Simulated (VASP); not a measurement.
# Fe (Pm-3m) in VASP: further runs

Runs on Fe. Level: revPBE. Tasks: single point.

Program: VASP 6.6.1. These are calculated values, not measurements. Logs are shortened: lines on timing, memory, paths and dates and some standing lists are left out, and cuts for length are marked.

### 1 The cell of the first run

The structure is cubic, space group Pm-3m (No. 221). The conventional cell has a = 2.309 Å, b = 2.309 Å, c = 2.309 Å, α = 90.00°, β = 90.00°, γ = 90.00°. Fe (site symmetry m-3m) has 6 Fe at 2.31 Å within 3.1 Å.

This isn't the form of Fe at room conditions, which is bcc.

### 2 Single point, revPBE, collinear spin, antiferromagnetic start (12.31 Å³/atom)

The input, INCAR:

```
ALGO = Normal ; EDIFF = 1E-6
ENCUT = 600 ; GGA = RE
GGA_COMPAT = F ; ISIF = 2
ISMEAR = -1 ; ISPIN = 2
LASPH = T ; LCHARG = F
LMAXMIX = 4 ; LORBIT = 11
LREAL = F ; LWAVE = F
MAGMOM = 2.338 -2.338 ; NBANDS = 19
NELM = 200 ; PREC = Accurate
SIGMA = 0.05
```

The input, KPOINTS:

```
k-points
0
Gamma
  18 18 18
```

The input, POSCAR:

```
Fe
1.0
    0.0000000000      2.3088387684      2.3088387684
    2.3088387684      0.0000000000      2.3088387684
    2.3088387684      2.3088387684      0.0000000000
Fe
2
Direct
    0.0000000000      0.0000000000      0.0000000000
    0.5000000000      0.5000000000      0.5000000000
```

Potentials or basis: VASP PAW PBE potentials, release 64 (Fe).

The run is started by

```bash
$ cat potpaw_PBE.64/Fe/POTCAR > POTCAR
$ mpirun -np 1 vasp_std > vasp.out
```

OUTCAR:

```text
EDIFF = 1E-6
   ENCUT = 600
   GGA = RE
   ISIF = 2
   ISMEAR = -1
   ISPIN = 2
   LASPH = T
   LORBIT = 11
   LREAL = F
   NELM = 200
   PREC = Accurate

 ion  position               nearest neighbor table
   1  0.000  0.000  0.000-   2 2.31   2 2.31   2 2.31   2 2.31   2 2.31   2 2.31
   2  0.500  0.500  0.500-   1 2.31   1 2.31   1 2.31   1 2.31   1 2.31   1 2.31

  LATTYP: Found a face centered cubic cell.
 ALAT       =     4.6176775368

  Lattice vectors:

 A1 = (   0.0000000000,   2.3088387684,   2.3088387684)
 A2 = (   2.3088387684,   0.0000000000,   2.3088387684)
 A3 = (   2.3088387684,   2.3088387684,   0.0000000000)

Analysis of symmetry for initial positions (statically):
=====================================================================
 Subroutine PRICEL returns following result:

  LATTYP: Found a simple cubic cell.
 ALAT       =     2.3088387684

  Lattice vectors:

 A1 = (  -2.3088387684,   0.0000000000,   0.0000000000)
 A2 = (   0.0000000000,   0.0000000000,   2.3088387684)
 A3 = (   0.0000000000,   2.3088387684,   0.0000000000)

   2 primitive cells build up your supercell.

 Routine SETGRP: Setting up the symmetry group for a
 face centered cubic supercell.

 Subroutine GETGRP returns: Found 48 space group operations
 (whereof 48 operations were pure point group operations)
 out of a pool of 48 trial point group operations.

The static configuration has the point symmetry O_h .

Analysis of symmetry for dynamics (positions and initial velocities):
=====================================================================
 Subroutine PRICEL returns following result:

  LATTYP: Found a simple cubic cell.
 ALAT       =     2.3088387684

  Lattice vectors:

 A1 = (  -2.3088387684,   0.0000000000,   0.0000000000)
 A2 = (   0.0000000000,   0.0000000000,   2.3088387684)
 A3 = (   0.0000000000,   2.3088387684,   0.0000000000)

   2 primitive cells build up your supercell.

 Routine SETGRP: Setting up the symmetry group for a
 face centered cubic supercell.

 Subroutine GETGRP returns: Found 48 space group operations
 (whereof 48 operations were pure point group operations)
 out of a pool of 48 trial point group operations.

The dynamic configuration has the point symmetry O_h .

Analysis of structural, dynamic, and magnetic symmetry:
=====================================================================
 Subroutine PRICEL returns following result:

  LATTYP: Found a simple cubic cell.
 ALAT       =     2.3088387684

  Lattice vectors:

 A1 = (  -2.3088387684,   0.0000000000,   0.0000000000)
 A2 = (   0.0000000000,   0.0000000000,   2.3088387684)
 A3 = (   0.0000000000,   2.3088387684,   0.0000000000)

   2 primitive cells build up your supercell.

 Routine SETGRP: Setting up the symmetry group for a
 face centered cubic supercell.

 Subroutine GETGRP returns: Found 48 space group operations
 (whereof 48 operations were pure point group operations)
 out of a pool of 48 trial point group operations.

The overall configuration has the point symmetry O_h .

 Subroutine INISYM returns: Found 48 space group operations
 (whereof 48 operations are pure point group operations),
 and found     2 'primitive' translations

----------------------------------------------------------------------------------------

                                     Primitive cell

  volume of cell :      12.3078

  direct lattice vectors                    reciprocal lattice vectors
    -2.308838768  0.000000000  0.000000000    -0.433118160  0.000000000  0.000000000
     0.000000000  0.000000000  2.308838768     0.000000000  0.000000000  0.433118160
     0.000000000  2.308838768  0.000000000     0.000000000  0.433118160  0.000000000

  length of vectors
     2.308838768  2.308838768  2.308838768     0.433118160  0.433118160  0.433118160

  position of ions in fractional coordinates (direct lattice)
     0.000000000  0.000000000  0.000000000

  ion indices of the primitive-cell ions
   primitive index   ion index
                 1           1

----------------------------------------------------------------------------------------

 KPOINTS: k-points

Automatic generation of k-mesh.
 Grid dimensions read from file:
 generate k-points for:   18   18   18

 Generating k-lattice:

  Cartesian coordinates                     Fractional coordinates (reciprocal lattice)
    -0.012031060  0.012031060  0.012031060     0.055555556  0.000000000  0.000000000
     0.012031060 -0.012031060  0.012031060     0.000000000  0.055555556  0.000000000
     0.012031060  0.012031060 -0.012031060     0.000000000  0.000000000  0.055555556

  Length of vectors
     0.020838407  0.020838407  0.020838407

  Shift w.r.t. Gamma in fractional coordinates (k-lattice)
     0.000000000  0.000000000  0.000000000

 Subroutine IBZKPT returns following result:
 ===========================================

 Found    195 irreducible k-points:

 Following reciprocal coordinates:
            Coordinates               Weight
  0.000000  0.000000  0.000000      1.000000
  0.055556  0.000000  0.000000      8.000000
  0.111111  0.000000  0.000000      8.000000
  0.166667  0.000000  0.000000      8.000000
  0.222222  0.000000  0.000000      8.000000
  0.277778  0.000000  0.000000      8.000000
[... 16 lines left out ...]
 -0.277778  0.055556  0.000000     24.000000
 -0.222222  0.055556  0.000000     24.000000
 [... further k-points ...]
   k-points           NKPTS =    195   k-points in BZ     NKDIM =    195   number of bands    NBANDS=     19
   number of dos      NEDOS =    301   number of ions     NIONS =      2
   total plane-waves  NPLWV =  21952
   dimension x,y,z NGX =    28 NGY =   28 NGZ =   28
   dimension x,y,z NGXF=    56 NGYF=   56 NGZF=   56
   ions per type =               2
   NGX,Y,Z   is equivalent  to a cutoff of  14.26, 14.26, 14.26 a.u.
   NGXF,Y,Z  is equivalent  to a cutoff of  28.51, 28.51, 28.51 a.u.
 SYSTEM =  unknown system
   PREC   = accura    normal or accurate (medium, high low for compatibility)
   ISTART =      0    job   : 0-new  1-cont  2-samecut
   ICHARG =      2    charge: 1-file 2-atom 10-const
   ISPIN  =      2    spin polarized calculation?
   LNONCOLLINEAR =      F non collinear calculations
   LSORBIT =      F    spin-orbit coupling
   LASPH  =      T    aspherical Exc in radial PAW
   ENCUT  =  600.0 eV  44.10 Ry    6.64 a.u.   6.52  6.52  6.52*2*pi/ulx,y,z
   NELM   =    200;   NELMIN=  2; NELMDL= -5     # of ELM steps
   EDIFF  = 0.1E-05   stopping-criterion for ELM
   LREAL  =      F    real-space projection
   EDIFFG = 0.1E-04   stopping-criterion for IOM
   NSW    =      0    number of steps for IOM
   IBRION =     -1    ionic relax: 0-MD 1-quasi-New 2-CG
   NFREE  =      0    steps in history (QN), initial steepest desc. (CG)
   ISIF   =      2    stress and relaxation
   ISYM   =      2    0-nonsym 1-usesym 2-fastsym
   POTIM  = 0.5000    time-step for ionic-motion
   TEBEG  =    0.0;   TEEND  =   0.0 temperature during run
   PSTRESS=    0.0 pullay stress
   NELECT =      16.0000    total number of electrons
   NUPDOWN=      -1.0000    fix difference up-down
   EMIN   =  10.00;   EMAX   =-10.00  energy-range for DOS
   EFERMI =   0.00;   METHOD = LEGACY
   ISMEAR =    -1;   SIGMA  =   0.05  broadening in eV -4-tet -1-fermi 0-gaus
   EFERMI_NEDOS =   21; number of points for ismear=-14 and -15
   IALGO  =     38    algorithm
   IMIX   =      4    mixing-type and parameters
     AMIX     =   0.40;   BMIX     =  1.00
     AMIX_MAG =   1.60;   BMIX_MAG =  1.00
  volume/ion in A,a.u.               =      12.31        83.06
  Fermi-wavevector in a.u.,A,eV,Ry     =   1.418114  2.679847 27.361969  2.011048
  Thomas-Fermi vector in A             =   2.539274
   LORBIT       =     11    0 simple, 1 ext, 2 COOP (PROOUT), +10 PAW based schemes
   GGA     = RE    functional components
   LHFCALC =     F    Hartree Fock is set to
   AEXX    =    0.0000 exact exchange contribution
   IVDW    =     0    specifies the selected vdW correction
   LEPSILON=     F    determine dielectric tensor
   LRPA    =     F    only Hartree local field effects (RPA)
 spin polarized calculation
  energy-cutoff  :      600.00
  volume of cell :       24.62
 maximum number of plane-waves:       869
 NGX is ok and might be reduce to    28
   NGX = 13   NGY = 13   NGZ = 13

 number of electron      16.0000004 magnetization      -0.0000000

 number of electron      16.0000004 magnetization       0.0000000

 Free energy of the ion-electron system (eV)
  ---------------------------------------------------
  ext. energy  EPLUGINS =         0.00000000
  ---------------------------------------------------
  free energy    TOTEN  =       -13.49256733 eV

  energy without entropy =      -13.43922224  energy(sigma->0) =      -13.46589479

 E-fermi :   5.7397     XC(G=0): -12.5260

 val. band max:        5.7388938786   @ k =   0.3333   0.1667   0.0000
 cond. band min:       5.7438615096   @ k =  -0.4444   0.3889   0.1667
 fundamental gap:      0.0049676310
 Fermi energy:         5.7397316048

 spin component 1

 k-point     1 :       0.0000    0.0000    0.0000
  band No.  band energies     occupation
      1      -2.6186      1.00000
      2       1.7474      1.00000
      3       1.7475      1.00000
      4       1.9576      1.00000
      5       1.9576      1.00000
      6       1.9577      1.00000
[... 505 lines left out ...]
      6       2.6125      1.00000
[... 11 lines left out ...]
     18      24.5242      0.00000
     19      24.8552      0.00000

 [... further k-points ...]

 spin component 2

 k-point     1 :       0.0000    0.0000    0.0000
  band No.  band energies     occupation
      1      -2.6186      1.00000
      2       1.7474      1.00000
      3       1.7475      1.00000
      4       1.9576      1.00000
      5       1.9576      1.00000
      6       1.9577      1.00000
[... 505 lines left out ...]
      6       2.6125      1.00000
[... 11 lines left out ...]
     18      24.5242      0.00000
     19      24.8552      0.00000

 [... further k-points ...]

------------------------ aborting loop because EDIFF is reached ----------------------------------------

  FORCE on cell =-STRESS in cart. coord.  units (eV):
  Direction    XX          YY          ZZ          XY          YZ          ZX
  --------------------------------------------------------------------------------------
  -------------------------------------------------------------------------------------
  Total        1.4715086      1.4715086      1.4715086      0.0000000      0.0000000     -0.0000000
  in kB       95.7772945     95.7772945     95.7772945      0.0000000      0.0000000     -0.0000000
  external PRESSURE =      95.7772945 kB  Pullay stress =       0.0000000 kB

 VOLUME and BASIS-vectors are now :
 -----------------------------------------------------------------------------
  energy-cutoff  :      600.00
  volume of cell :       24.62
      direct lattice vectors                 reciprocal lattice vectors
     0.000000000  2.308838768  2.308838768    -0.216559080  0.216559080  0.216559080
     2.308838768  0.000000000  2.308838768     0.216559080 -0.216559080  0.216559080
     2.308838768  2.308838768  0.000000000     0.216559080  0.216559080 -0.216559080

 POSITION                                       TOTAL-FORCE (eV/Angst)
 -----------------------------------------------------------------------------------
      0.00000      0.00000      0.00000         0.000000     -0.000000     -0.000000
      2.30884      2.30884      2.30884        -0.000000      0.000000      0.000000
 -----------------------------------------------------------------------------------
    total drift:                                0.000000      0.000000      0.000000

  FREE ENERGIE OF THE ION-ELECTRON SYSTEM (eV)
  ---------------------------------------------------
  free  energy   TOTEN  =       -13.4925673290 eV

  energy  without entropy=      -13.4392222427  energy(sigma->0) =      -13.46589479

 total charge

# of ion       s       p       d       tot
------------------------------------------
    1        0.525   0.482   6.295   7.302
    2        0.525   0.482   6.295   7.302
--------------------------------------------------
tot          1.050   0.964  12.589  14.604

 magnetization (x)

# of ion       s       p       d       tot
------------------------------------------
    1        0.045   0.025   1.749   1.819
    2       -0.045  -0.025  -1.749  -1.819
--------------------------------------------------
tot          0.000  -0.000   0.000  -0.000
```

Wall time 6.3 min (1 thread of Oxide Virtual Turin-like, shared host); peak memory 0.25 GiB.

What came out:

```yaml
Free_energy: -13.4926 eV
Pressure: 9.6 GPa
Band_gap_on_the_k_mesh: zero (filled and empty bands overlap)
Net_moment: 0.00 μB per cell
Site_moments: Fe +1.82, -1.82 μB
Valence_electrons_inside_the_program's_atomic_spheres: Fe 7.30
```

Caveat: the cell stands under pressure; the antiferromagnetic order is the one typed at the start, and another may lie lower; the PAW data sets were made with another functional, which shifts forces and pressure a little.

### 3 Single point, revPBE, collinear spin, antiferromagnetic start (12.87 Å³/atom)

This run uses another cell than the first one, of 12.87 Å³/atom.

The input, INCAR:

```
SYSTEM = Fe
ALGO = Normal
EDIFF = 1E-6
ENCUT = 600
GGA = RE
GGA_COMPAT = .FALSE.
ISIF = 2
ISMEAR = -1
ISPIN = 2
LASPH = .TRUE.
LCHARG = .FALSE.
LMAXMIX = 4
LORBIT = 11
LREAL = .FALSE.
LWAVE = .FALSE.
MAGMOM = 2.338 -2.338
NBANDS = 19
NELM = 200
PREC = Accurate
SIGMA = 0.05
```

The input, KPOINTS:

```
k-points
0
G
  18 18 18
  0 0 0
```

The input, POSCAR:

```
Fe
1.0
    0.0000000000      2.3433041297      2.3433041297
    2.3433041297      0.0000000000      2.3433041297
    2.3433041297      2.3433041297      0.0000000000
Fe
2
Direct
    0.0000000000      0.0000000000      0.0000000000
    0.5000000000      0.5000000000      0.5000000000
```

Potentials or basis: VASP PAW PBE potentials, release 64 (Fe).

The run is started by

```bash
$ cat potpaw_PBE.64/Fe/POTCAR > POTCAR
$ mpirun -np 1 vasp_std > vasp.out
```

Wall time 4.8 min (1 thread of Oxide Virtual Turin-like, shared host); peak memory 0.26 GiB.

Results (log left out):

```
Free energy                                           : -13.5537 eV
Pressure                                              : 7.1 GPa
Band gap on the k mesh                                : zero (filled and empty bands overlap)
Net moment                                            : 0.00 μB per cell
Site moments                                          : Fe +2.13, -2.13 μB
Valence electrons inside the program's atomic spheres : Fe 7.21
```

Levels at points of the mesh, in eV from the Fermi level:
Spin up:
```tsv
k point	band 6	band 7	band 8	band 9	band 10	band 11
(0.00, 0.00, 0.00)	-3.77	0.69	0.69	0.69	1.43	1.43
(0.50, 0.00, 0.00)	-2.10	-1.33	-1.33	-0.39	0.10	0.10
(0.50, 0.50, 0.00)	-2.11	-1.49	0.44	0.44	0.66	1.38
```
Spin down:
| k point | band 5 | band 6 | band 7 | band 8 | band 9 | band 10 | band 11 | band 12 |
| --- | --- | --- | --- | --- | --- | --- | --- | --- |
| (0.00, 0.00, 0.00) | -3.77 | -3.77 | 0.69 | 0.69 | 0.69 | 1.43 | 1.43 | 12.01 |
| (0.50, 0.00, 0.00) | -2.10 | -2.10 | -1.33 | -1.33 | -0.39 | 0.10 | 0.10 | 1.42 |
| (0.50, 0.50, 0.00) | -2.11 | -2.11 | -1.49 | 0.44 | 0.44 | 0.66 | 1.38 | 4.65 |

Caveat: the cell stands under pressure; the antiferromagnetic order is the one typed at the start, and another may lie lower; the PAW data sets were made with another functional, which shifts forces and pressure a little.

(Continued in part 2 of 2.)
